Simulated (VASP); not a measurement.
Write the native input for VASP 6.6.1 that does the following.

```yaml
Task: single point
Functional: r2SCAN
Potentials_or_basis: VASP PAW PBE potentials, release 64 (Al, As)
Cutoff: 550 eV
k_mesh: 8 × 8 × 8
Occupations: fermi-dirac, width 0.02 eV
Spin: no spin polarisation
Dipole_correction: no
Further_INCAR_settings: ALGO = Normal; EDIFF = 1e-06; NBANDS = 11
```

The system is AlAs.

```
Al As
1.0
     0.00000    2.89389    2.89389
     2.89389    0.00000    2.89389
     2.89389    2.89389    0.00000
Al As
1 1
Direct
  0.00000 0.00000 0.00000
  0.25000 0.25000 0.25000
```

The input as run:

POSCAR

```
AlAs
1.0
    0.0000000000      2.8938892400      2.8938892400
    2.8938892400      0.0000000000      2.8938892400
    2.8938892400      2.8938892400      0.0000000000
Al As
1 1
Direct
    0.0000000000      0.0000000000      0.0000000000
    0.2500000000      0.2500000000      0.2500000000
```

INCAR.step1

```
PREC = Accurate ; ENCUT = 550
ISMEAR = -1 ; SIGMA = 0.02
LREAL = F ; LASPH = T
NELM = 120 ; NBANDS = 11
GGA = PE ; ALGO = Normal
EDIFF = 1E-5 ; LWAVE = T
LCHARG = F ; GGA_COMPAT = F
```

INCAR.step2

```
PREC = Accurate ; ENCUT = 550
EDIFF = 1E-6 ; ISMEAR = -1
SIGMA = 0.02 ; LREAL = F
LASPH = T ; NELM = 120
ALGO = Normal ; ISIF = 2
LWAVE = F ; LCHARG = T
METAGGA = R2SCAN ; LMIXTAU = T
LELF = T ; LVHAR = T
NBANDS = 11 ; ISTART = 1
GGA_COMPAT = F
```

KPOINTS

```
regular mesh
0
Gamma
  8 8 8
```

Potentials or basis: VASP PAW PBE potentials, release 64 (Al, As).

The run is started by

```console
$ cat potpaw_PBE.64/Al/POTCAR potpaw_PBE.64/As/POTCAR > POTCAR
$ cp INCAR.step1 INCAR
$ mpirun -np 1 vasp_std > vasp.out
$ cp INCAR.step2 INCAR
$ mpirun -np 1 vasp_std > vasp.out
```

Results of the run:

```
Pressure               : -3.9 GPa
Band gap on the k mesh : 1.89 eV, indirect (least direct gap 2.14 eV)
```

Caveat: the PAW data sets were made with another functional, which shifts forces and pressure a little.

Wall time 45 s on 1 thread of Intel(R) Xeon(R) Platinum 8488C (Sapphire Rapids) (shared host), peak memory 0.18 GiB.
